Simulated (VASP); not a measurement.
Write the native input for VASP 6.6.1 that does the following.

| Item | Value |
| --- | --- |
| Task | single point |
| Functional | PBE |
| Dispersion | D3(BJ) |
| Potentials or basis | VASP PAW PBE potentials, release 64 (Al) |
| Cutoff | 520 eV |
| k mesh | 16 × 16 × 2 |
| Occupations | gaussian, width 0.15 eV |
| Spin | no spin polarisation |
| Dipole correction | no |
| Further INCAR settings | ALGO = Fast; EDIFF = 1e-06; NBANDS = 22; ISYM = 0 |

The structure of Al lies in POSCAR:

```
Al
1.0
   -2.8144222649      0.0000000000      0.0000000000
   -1.4072111325     -2.4373611784      0.0000000000
   -1.0554083494     -1.0155671577     18.4820941423
Al
8
Direct
    0.9895833333      0.9739583333      0.0625000000
    0.9062500000      0.7656250000      0.5625000000
    0.2187500000      0.0468750000      0.6875000000
    0.3020833333      0.2552083333      0.1875000000
   -0.1354166667     -0.3385416667      0.8125000000
   -0.0520833333     -0.1302083333      0.3125000000
    0.5104166667      0.2760416667      0.9375000000
    0.5937500000      0.4843750000      0.4375000000
```

These files were run (other wordings do the same):

INCAR

```
SYSTEM = Al
PREC = Accurate
ENCUT = 520
EDIFF = 1E-6
ISMEAR = 0
SIGMA = 0.15
LREAL = .FALSE.
LASPH = .TRUE.
NELM = 60
ALGO = Fast
ISIF = 2
LWAVE = .FALSE.
LCHARG = .FALSE.
GGA = PE
IVDW = 12
NBANDS = 22
ISYM = 0
```

KPOINTS

```
Automatic mesh
0
G
  16 16 2
  0 0 0
```

Potentials or basis: VASP PAW PBE potentials, release 64 (Al).

The run is started by

```console
$ cat potpaw_PBE.64/Al/POTCAR > POTCAR
$ mpirun -np 1 vasp_std > vasp.out
```

Results of the run:

```json
{
 "Pressure": "0.4 GPa",
 "Largest force": "0.405 eV/Å",
 "Band gap on the k mesh": "zero (band 12 reaches 12.30 eV, above the bottom of band 13 at 6.78 eV)",
 "Dispersion energy per atom": "-0.351 eV"
}
```

Caveat: pairwise dispersion overbinds metals, which lowers pressure and volume.

Wall time 9.2 min on 1 thread of Intel(R) Xeon(R) Platinum 8375C CPU @ 2.90GHz (Ice Lake) (shared host), peak memory 0.62 GiB.
